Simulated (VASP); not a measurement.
Set up this calculation in VASP 6.6.1, as the native input.

- Task: single point
- Functional: PBE
- Potentials or basis: VASP PAW PBE potentials, release 64 (V_sv, Si)
- Cutoff: 520 eV
- k mesh: 9 × 9 × 6
- Occupations: gaussian, width 0.05 eV
- Spin: no spin polarisation
- Dipole correction: no
- Further INCAR settings: ALGO = Normal; EDIFF = 1e-06; NBANDS = 42

The structure of VSi2 lies in POSCAR:

```
VSi2
1.0
    4.3783008556      0.0000000000      0.0000000000
   -2.1891504278      3.7917197664      0.0000000000
    0.0000000000      0.0000000000      6.1008314806
V Si
3 6
Direct
    0.0000000000      0.5000000000      0.1666666700
    0.5000000000      0.5000000000      0.8333333300
    0.5000000000      0.0000000000      0.5000000000
    0.8375067800      0.6750135500      0.5000000000
    0.1624932300      0.8375067800      0.8333333300
    0.6750135500      0.8375067800      0.1666666700
    0.1624932200      0.3249864500      0.5000000000
    0.8375067800      0.1624932200      0.8333333300
    0.3249864500      0.1624932300      0.1666666700
```

The input as run:

INCAR

```
SYSTEM = VSi2
  ALGO = Normal
  EDIFF = 1E-6
  ENCUT = 520
  GGA = PE
  ISIF = 2
  ISMEAR = 0
  LASPH = .True.
  LCHARG = .False.
  LREAL = .False.
  LWAVE = .False.
  NBANDS = 42
  NELM = 60
  PREC = Accurate
  SIGMA = 0.05
```

KPOINTS

```
k-points
0
Gamma
  9 9 6
  0 0 0
```

Potentials or basis: VASP PAW PBE potentials, release 64 (V_sv, Si).

Run with:

```bash
$ cat potpaw_PBE.64/V_sv/POTCAR potpaw_PBE.64/Si/POTCAR > POTCAR
$ mpirun -np 1 vasp_std > vasp.out
```

Results of the run:

```json
{
 "Pressure": "29.2 GPa",
 "Largest force": "0.142 eV/Å",
 "Band gap on the k mesh": "zero (an odd number of electrons rules out a gap without spin polarisation)"
}
```

Caveat: the cell stands under pressure.

It took 2.3 min on 1 thread of Intel(R) Xeon(R) Platinum 8488C (Sapphire Rapids) (shared host), peak memory 0.32 GiB.
